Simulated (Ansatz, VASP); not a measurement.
**Si2Sn in VASP and in Ansatz**

Contents of INCAR:

```
SYSTEM = Si2Sn
PREC     = Accurate       ! precision mode
ENCUT    = 520            ! plane-wave cutoff, eV
EDIFF    = 1E-7           ! SCF threshold, eV
ISMEAR   = 0              ! smearing method
SIGMA    = 0.1            ! smearing width, eV
LREAL    = .FALSE.        ! projectors in reciprocal space
LASPH    = .TRUE.         ! aspherical terms in the spheres
NELM     = 60             ! most SCF steps
ALGO     = Normal         ! electronic algorithm
ISIF     = 2              ! what is computed and relaxed
LWAVE    = .FALSE.        ! write WAVECAR
LCHARG   = .FALSE.        ! write CHGCAR
GGA      = PE             ! functional
NBANDS   = 31             ! bands
```

KPOINTS

```
Automatic mesh
0
G
  6 6 2
  0 0 0
```

POSCAR

```
Si2Sn
1.0
    3.0600986700      0.0000000000      0.0000000000
   -1.5300493300      2.6501231900      0.0000000000
    0.0000000000      0.0000000000     14.4183029100
Si Sn
4 2
Direct
    0.3333333300      0.6666666700      0.5000000000
    0.6666666700      0.3333333300      0.0000000000
    0.6666666700      0.3333333300      0.3333333300
    0.6666666700      0.3333333300      0.6666666700
    0.3333333300      0.6666666700      0.8333333300
    0.3333333300      0.6666666700      0.1666666700
```

Input for Ansatz:

```yaml
crystal:
  lattice:
    - [3.06009867, 0.0, 0.0]
    - [-1.53004933, 2.65012319, 0.0]
    - [0.0, 0.0, 14.41830291]
  atoms:
    - { symbol: Si, position: [0.33333333, 0.66666667, 0.5] }
    - { symbol: Si, position: [0.66666667, 0.33333333, 0.0] }
    - { symbol: Si, position: [0.66666667, 0.33333333, 0.33333333] }
    - { symbol: Si, position: [0.66666667, 0.33333333, 0.66666667] }
    - { symbol: Sn, position: [0.33333333, 0.66666667, 0.83333333] }
    - { symbol: Sn, position: [0.33333333, 0.66666667, 0.16666667] }
basis:
  ecutwfc: 420
kpoints:
  mp_grid: { grid: [6, 6, 2] }
hamiltonian:
  xc: pbe
scf:
  occupations: { method: gaussian, width: 0.1 }
  lower_state_search: "off"
output:
  forces: true
  stress: true
  eigenvalues: true
```

Alike in both runs: task single point; functional PBE; k mesh 6 × 6 × 2; occupations gaussian, width 0.1 eV; no spin polarisation.

```csv
,VASP,Ansatz
version,VASP 6.6.1,Ansatz 0.2.0
potentials or method,"VASP PAW PBE potentials, release 64 (Si, Sn_d), cutoff 520 eV","scalar-relativistic, plane waves, PAW"
valence electrons in the cell,44,44
```

Ansatz gave:

* gap on the k mesh at the Fermi level (eV): none
* pressure (GPa): 1.7
* traceless stress, the component that is largest in VASP (GPa): -3.74
* rms of the force components (eV/Å): 0.376

Q: Which values does VASP return?

A: gap on the k mesh at the Fermi level (eV): none; pressure (GPa): 1.7; traceless stress, the component that is largest in VASP (GPa): -3.74; rms of the force components (eV/Å): 0.375.

Atom by atom the forces differ by 0.000 eV/Å (rms over components). A gap of «none» marks a metal or a gap that the smearing closes.

The k mesh is coarse, so the values compare programs but aren't converged.
